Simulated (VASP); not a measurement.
# Si (I4_1/amd) in VASP: notebook

The runs below take Si through single point, with PBE.

Everything below comes from runs of VASP 6.6.1. Logs are shortened: lines on timing, memory, paths and dates and some standing lists are left out, and cuts for length are marked.

### 1 The cell of the first run

Symmetry: I4_1/amd, No. 141, tetragonal system. The conventional cell has a = 3.867 Å, b = 3.867 Å, c = 2.054 Å, α = 90.00°, β = 90.00°, γ = 90.00°. Within 2.7 Å of Si (site symmetry -4m2) lie 10 Si at 2.00 to 2.47 Å.

### 2 Single point, PBE

Input file INCAR:

```
PREC     = Accurate       # precision mode
ENCUT    = 520            # plane-wave cutoff, eV
EDIFF    = 1E-6           # SCF threshold, eV
ISMEAR   = -1             # smearing method
SIGMA    = 0.1            # smearing width, eV
LREAL    = False          # projectors in reciprocal space
LASPH    = True           # aspherical terms in the spheres
NELM     = 60             # most SCF steps
ALGO     = Normal         # electronic algorithm
ISIF     = 2              # what is computed and relaxed
LWAVE    = False          # write WAVECAR
LCHARG   = True           # write CHGCAR
GGA      = PE             # functional
LELF     = True           # ELF
LVHAR    = True         
NBANDS   = 11             # bands
```

Input file KPOINTS:

```
regular mesh
0
Gamma
  18 18 18
```

Input file POSCAR:

```
Si
1.0
   -1.9333378070      1.9333378070      1.0271645835
    1.9333378070     -1.9333378070      1.0271645835
    1.9333378070      1.9333378070     -1.0271645835
Si
2
Direct
   -0.3750000000     -0.1250000000     -0.2500000000
    0.3750000000      0.1250000000      0.2500000000
```

Potentials or basis: VASP PAW PBE potentials, release 64 (Si).

Run with:

```bash
cat potpaw_PBE.64/Si/POTCAR > POTCAR
mpirun -np 1 vasp_std > vasp.out
```

OUTCAR:

```text
PREC = Accurate
   ENCUT = 520
   EDIFF = 1E-6
   ISMEAR = -1
   LREAL = False
   LASPH = True
   NELM = 60
   ISIF = 2
   GGA = PE

 ion  position               nearest neighbor table
   1  0.625  0.875  0.750-   2 2.00   2 2.00   2 2.00   2 2.00   2 2.47   2 2.47   2 2.47   2 2.47

   2  0.375  0.125  0.250-   1 2.00   1 2.00   1 2.00   1 2.00   1 2.47   1 2.47   1 2.47   1 2.47

  LATTYP: Found a body centered tetragonal cell.
 ALAT       =     3.8666756140
 C/A-ratio  =     0.5312907966

  Lattice vectors:

 A1 = (  -1.9333378070,   1.9333378070,   1.0271645835)
 A2 = (   1.9333378070,  -1.9333378070,   1.0271645835)
 A3 = (   1.9333378070,   1.9333378070,  -1.0271645835)

Analysis of symmetry for initial positions (statically):
=====================================================================
 Subroutine PRICEL returns:
 Original cell was already a primitive cell.

 Routine SETGRP: Setting up the symmetry group for a
 body centered tetragonal supercell.

 Subroutine GETGRP returns: Found 16 space group operations
 (whereof  4 operations were pure point group operations)
 out of a pool of 16 trial point group operations.

The static configuration has the point symmetry C_2h.
 The point group associated with its full space group is D_4h.

Analysis of symmetry for dynamics (positions and initial velocities):
=====================================================================
 Subroutine PRICEL returns:
 Original cell was already a primitive cell.

 Routine SETGRP: Setting up the symmetry group for a
 body centered tetragonal supercell.

 Subroutine GETGRP returns: Found 16 space group operations
 (whereof  4 operations were pure point group operations)
 out of a pool of 16 trial point group operations.

The dynamic configuration has the point symmetry C_2h.
 The point group associated with its full space group is D_4h.

 Subroutine INISYM returns: Found 16 space group operations
 (whereof  4 operations are pure point group operations),
 and found     1 'primitive' translations

----------------------------------------------------------------------------------------

                                     Primitive cell

  volume of cell :      15.3573

  direct lattice vectors                    reciprocal lattice vectors
    -1.933337807  1.933337807  1.027164584     0.000000000  0.258620091  0.486776908
     1.933337807 -1.933337807  1.027164584     0.258620091  0.000000000  0.486776908
     1.933337807  1.933337807 -1.027164584     0.258620091  0.258620091  0.000000000

  length of vectors
     2.920728887  2.920728887  2.920728887     0.551213307  0.551213307  0.365744041

  position of ions in fractional coordinates (direct lattice)
     0.625000000  0.875000000  0.750000000
     0.375000000  0.125000000  0.250000000

  ion indices of the primitive-cell ions
   primitive index   ion index
                 1           1
                 2           2

----------------------------------------------------------------------------------------

 KPOINTS: regular mesh

Automatic generation of k-mesh.
 Grid dimensions read from file:
 generate k-points for:   18   18   18

 Generating k-lattice:

  Cartesian coordinates                     Fractional coordinates (reciprocal lattice)
     0.000000000  0.014367783  0.027043162     0.055555556 -0.000000000  0.000000000
     0.014367783  0.000000000  0.027043162    -0.000000000  0.055555556  0.000000000
     0.014367783  0.014367783  0.000000000     0.000000000  0.000000000  0.055555556

  Length of vectors
     0.030622961  0.030622961  0.020319113

  Shift w.r.t. Gamma in fractional coordinates (k-lattice)
     0.000000000  0.000000000  0.000000000

 Subroutine IBZKPT returns following result:
 ===========================================

 Found    480 irreducible k-points:

 Following reciprocal coordinates:
            Coordinates               Weight
  0.000000  0.000000  0.000000      1.000000
  0.055556 -0.000000  0.000000      8.000000
  0.111111 -0.000000  0.000000      8.000000
  0.166667 -0.000000  0.000000      8.000000
  0.222222 -0.000000  0.000000      8.000000
  0.277778  0.000000  0.000000      8.000000
[... 16 lines left out ...]
 -0.277778  0.055556 -0.000000     16.000000
 -0.222222  0.055556 -0.000000     16.000000
 [... further k-points ...]
   k-points           NKPTS =    480   k-points in BZ     NKDIM =    480   number of bands    NBANDS=     11
   number of dos      NEDOS =    301   number of ions     NIONS =      2
   total plane-waves  NPLWV =  13824
   dimension x,y,z NGX =    24 NGY =   24 NGZ =   24
   dimension x,y,z NGXF=    48 NGYF=   48 NGZF=   48
   ions per type =               2
   NGX,Y,Z   is equivalent  to a cutoff of  13.66, 13.66, 13.66 a.u.
   NGXF,Y,Z  is equivalent  to a cutoff of  27.32, 27.32, 27.32 a.u.
 SYSTEM =  unknown system
   PREC   = accura    normal or accurate (medium, high low for compatibility)
   ISTART =      0    job   : 0-new  1-cont  2-samecut
   ICHARG =      2    charge: 1-file 2-atom 10-const
   ISPIN  =      1    spin polarized calculation?
   LNONCOLLINEAR =      F non collinear calculations
   LSORBIT =      F    spin-orbit coupling
   LASPH  =      T    aspherical Exc in radial PAW
   ENCUT  =  520.0 eV  38.22 Ry    6.18 a.u.   5.43  5.43  5.43*2*pi/ulx,y,z
   NELM   =     60;   NELMIN=  2; NELMDL= -5     # of ELM steps
   EDIFF  = 0.1E-05   stopping-criterion for ELM
   LREAL  =      F    real-space projection
   EDIFFG = 0.1E-04   stopping-criterion for IOM
   NSW    =      0    number of steps for IOM
   IBRION =     -1    ionic relax: 0-MD 1-quasi-New 2-CG
   NFREE  =      0    steps in history (QN), initial steepest desc. (CG)
   ISIF   =      2    stress and relaxation
   ISYM   =      2    0-nonsym 1-usesym 2-fastsym
   POTIM  = 0.5000    time-step for ionic-motion
   TEBEG  =    0.0;   TEEND  =   0.0 temperature during run
   PSTRESS=    0.0 pullay stress
   NELECT =       8.0000    total number of electrons
   NUPDOWN=      -1.0000    fix difference up-down
   EMIN   =  10.00;   EMAX   =-10.00  energy-range for DOS
   EFERMI =   0.00;   METHOD = LEGACY
   ISMEAR =    -1;   SIGMA  =   0.10  broadening in eV -4-tet -1-fermi 0-gaus
   EFERMI_NEDOS =   21; number of points for ismear=-14 and -15
   IALGO  =     38    algorithm
   IMIX   =      4    mixing-type and parameters
     AMIX     =   0.40;   BMIX     =  1.00
     AMIX_MAG =   1.60;   BMIX_MAG =  1.00
  volume/ion in A,a.u.               =       7.68        51.82
  Fermi-wavevector in a.u.,A,eV,Ry     =   1.317244  2.489231 23.607911  1.735132
  Thomas-Fermi vector in A             =   2.447299
   LORBIT       =      0    0 simple, 1 ext, 2 COOP (PROOUT), +10 PAW based schemes
   GGA     = PE    functional components
   LHFCALC =     F    Hartree Fock is set to
   AEXX    =    0.0000 exact exchange contribution
   IVDW    =     0    specifies the selected vdW correction
   LEPSILON=     F    determine dielectric tensor
   LRPA    =     F    only Hartree local field effects (RPA)
 non-spin polarized calculation
  energy-cutoff  :      520.00
  volume of cell :       15.36
 maximum number of plane-waves:       427
 NGX is ok and might be reduce to    24
   NGX = 11   NGY = 11   NGZ = 11

 number of electron       8.0000000 magnetization

 Free energy of the ion-electron system (eV)
  ---------------------------------------------------
  ext. energy  EPLUGINS =         0.00000000
  ---------------------------------------------------
  free energy    TOTEN  =        -2.03188917 eV

  energy without entropy =       -2.01101263  energy(sigma->0) =       -2.02145090

 E-fermi :  20.3573     XC(G=0): -13.9195

 val. band max:       20.3526237569   @ k =  -0.1111  -0.1111   0.1111
 cond. band min:      20.3687671086   @ k =   0.1667   0.1111   0.0000
 fundamental gap:      0.0161433517
 Fermi energy:        20.3573070233

 k-point     1 :       0.0000    0.0000    0.0000
  band No.  band energies     occupation
      1      -0.6711      2.00000
      2      16.2214      2.00000
      3      16.2214      2.00000
      4      17.8260      2.00000
      5      20.0179      1.93505
      6      29.1431      0.00000
      7      32.2964      0.00000
      8      36.2919      0.00000
      9      36.2919      0.00000
     10      39.8691      0.00000
     11      39.8767      0.00000

 k-point     2 :       0.0556   -0.0000    0.0000
  band No.  band energies     occupation
      1      -0.5360      2.00000
      2      15.8691      2.00000
      3      16.1191      2.00000
      4      18.4280      2.00000
      5      20.2810      1.36409
      6      29.0047      0.00000
      7      31.6527      0.00000
      8      36.1201      0.00000
      9      36.1211      0.00000
     10      36.7766      0.00000
     11      36.9346      0.00000

 k-point     3 :       0.1111   -0.0000    0.0000
  band No.  band energies     occupation
      1      -0.1318      2.00000
      2      15.3742      2.00000
      3      15.9086      2.00000
      4      19.6714      1.99790
      5      20.9357      0.00613
      6      28.5709      0.00000
      7      30.0530      0.00000
      8      33.2674      0.00000
      9      33.4324      0.00000
     10      36.7161      0.00000
     11      36.7320      0.00000

 k-point     4 :       0.1667   -0.0000    0.0000
  band No.  band energies     occupation
      1       0.5387      2.00000
      2      15.0502      2.00000
      3      15.7389      2.00000
      4      21.2380      0.00030
      5      21.6705      0.00000
      6      27.2966      0.00000
      7      28.3397      0.00000
      8      30.3638      0.00000
      9      31.4777      0.00000
     10      35.5690      0.00000
     11      37.1656      0.00000

 k-point     5 :       0.2222   -0.0000    0.0000
  band No.  band energies     occupation
      1       1.4706      2.00000
      2      14.9507      2.00000
      3      15.6910      2.00000
      4      21.8403      0.00000
      5      23.0539      0.00000
      6      24.9817      0.00000
      7      27.7301      0.00000
      8      27.7368      0.00000
      9      30.1521      0.00000
     10      34.2940      0.00000
     11      37.7798      0.00000
[... 211 lines left out ...]
 k-point    21 :      -0.3889    0.0556   -0.0000
  band No.  band energies     occupation
      1       4.4873      2.00000
      2      14.1886      2.00000
      3      15.8500      2.00000
      4      17.5821      2.00000
      5      22.4281      0.00000
      6      23.8080      0.00000
      7      26.8564      0.00000
      8      28.8836      0.00000
      9      29.8304      0.00000
     10      34.0591      0.00000
     11      38.6490      0.00000

 k-point    22 :      -0.3333    0.0556    0.0000
  band No.  band energies     occupation
      1       3.0035      2.00000
      2      13.8287      2.00000
      3      15.7975      2.00000
      4      19.8464      1.98799
      5      23.5487      0.00000
      6      25.2369      0.00000
      7      26.4501      0.00000
      8      27.5998      0.00000
      9      30.0880      0.00000
     10      33.9133      0.00000
     11      37.8969      0.00000

 k-point    23 :      -0.2778    0.0556   -0.0000
  band No.  band energies     occupation
      1       1.7625      2.00000
      2      13.6582      2.00000
      3      15.6679      2.00000
      4      21.8517      0.00000
      5      24.1320      0.00000
      6      24.7274      0.00000
      7      27.0536      0.00000
      8      28.1511      0.00000
      9      30.9000      0.00000
     10      34.5555      0.00000
     11      37.3187      0.00000

 k-point    24 :      -0.2222    0.0556   -0.0000
  band No.  band energies     occupation
      1       0.7742      2.00000
      2      13.7153      2.00000
      3      15.6930      2.00000
      4      21.6364      0.00001
      5      23.1077      0.00000
      6      26.3380      0.00000
      7      27.7534      0.00000
      8      30.4821      0.00000
      9      32.0822      0.00000
     10      35.6517      0.00000
     11      37.0717      0.00000

 [... further k-points ...]

------------------------ aborting loop because EDIFF is reached ----------------------------------------

  FORCE on cell =-STRESS in cart. coord.  units (eV):
  Direction    XX          YY          ZZ          XY          YZ          ZX
  --------------------------------------------------------------------------------------
  -------------------------------------------------------------------------------------
  Total       29.2449922     29.2449922     29.1938471      0.0000000      0.0000000     -0.0000000
  in kB     3051.0306924   3051.0306924   3045.6948965      0.0000000      0.0000000     -0.0000000
  external PRESSURE =    3049.2520938 kB  Pullay stress =       0.0000000 kB

 VOLUME and BASIS-vectors are now :
 -----------------------------------------------------------------------------
  energy-cutoff  :      520.00
  volume of cell :       15.36
      direct lattice vectors                 reciprocal lattice vectors
    -1.933337807  1.933337807  1.027164584     0.000000000  0.258620091  0.486776908
     1.933337807 -1.933337807  1.027164584     0.258620091  0.000000000  0.486776908
     1.933337807  1.933337807 -1.027164584     0.258620091  0.258620091  0.000000000

 POSITION                                       TOTAL-FORCE (eV/Angst)
 -----------------------------------------------------------------------------------
      1.93334      0.96667      0.77037        -0.000000      0.000000     -0.000000
      0.00000      0.96667      0.25679         0.000000     -0.000000      0.000000
 -----------------------------------------------------------------------------------
    total drift:                                0.000000      0.000000     -0.000000

  FREE ENERGIE OF THE ION-ELECTRON SYSTEM (eV)
  ---------------------------------------------------
  free  energy   TOTEN  =        -2.0318891748 eV

  energy  without entropy=       -2.0110126260  energy(sigma->0) =       -2.02145090
```

It took 24 s on 1 thread of Intel Xeon 6975P-C (Granite Rapids), shared host; peak memory 0.18 GiB.

What came out:

| Quantity | Value |
| --- | --- |
| Free energy | -2.0319 eV |
| Pressure | 304.9 GPa |
| Band gap on the k mesh | zero (bands 4 and 5 overlap by 8.62 eV) |

Caveat: the cell stands under pressure.

(Continued in part 2 of 2.)
